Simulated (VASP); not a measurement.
Set up this calculation in VASP 6.6.1, as the native input.

```yaml
Task: single point
Functional: LDA
Potentials_or_basis: VASP PAW LDA potentials, release 64 (Zn, S)
Cutoff: 520 eV
k_mesh: 6 × 6 × 4
Occupations: gaussian, width 0.01 eV
Spin: no spin polarisation
Dipole_correction: no
Further_INCAR_settings: ALGO = Normal; EDIFF = 1e-06; NBANDS = 26
```

The structure of ZnS lies in POSCAR:

```
ZnS
1.0
    3.7569235988      0.0000000000      0.0000000000
   -1.8784617994      3.2535912767      0.0000000000
    0.0000000000      0.0000000000      6.1247606504
Zn S
2 2
Direct
    0.3333333333      0.6666666667      0.0048441727
    0.6666666667      0.3333333333      0.5048441727
    0.3333333333      0.6666666667      0.3801558273
    0.6666666667      0.3333333333      0.8801558273
```

This cell differs from its parent crystal: film at in-plane strain +0.005.

These files were run (other wordings do the same):

INCAR

```
SYSTEM = ZnS
PREC     = Accurate       ! precision mode
ENCUT    = 520            ! plane-wave cutoff, eV
EDIFF    = 1E-6           ! SCF threshold, eV
ISMEAR   = 0              ! smearing method
SIGMA    = 0.01           ! smearing width, eV
LREAL    = .FALSE.        ! projectors in reciprocal space
LASPH    = .TRUE.         ! aspherical terms in the spheres
NELM     = 100            ! most SCF steps
ALGO     = Normal         ! electronic algorithm
ISIF     = 2              ! what is computed and relaxed
LWAVE    = .FALSE.        ! write WAVECAR
LCHARG   = .FALSE.        ! write CHGCAR
NBANDS   = 26             ! bands
```

KPOINTS

```
Automatic mesh
0
G
  6 6 4
  0 0 0
```

Potentials or basis: VASP PAW LDA potentials, release 64 (Zn, S).

The run is started by

```sh
$ cat potpaw_LDA.64/Zn/POTCAR potpaw_LDA.64/S/POTCAR > POTCAR
$ mpirun -np 1 vasp_std > vasp.out
```

Results of the run:

```yaml
Pressure: -0.3 GPa
Band_gap_on_the_k_mesh: 2.22 eV, direct
```

Caveat: the cell differs from its parent crystal (film at in-plane strain +0.005).

It used 29 s of CPU time on 1 thread of Intel Xeon 6975P-C, on a shared host.
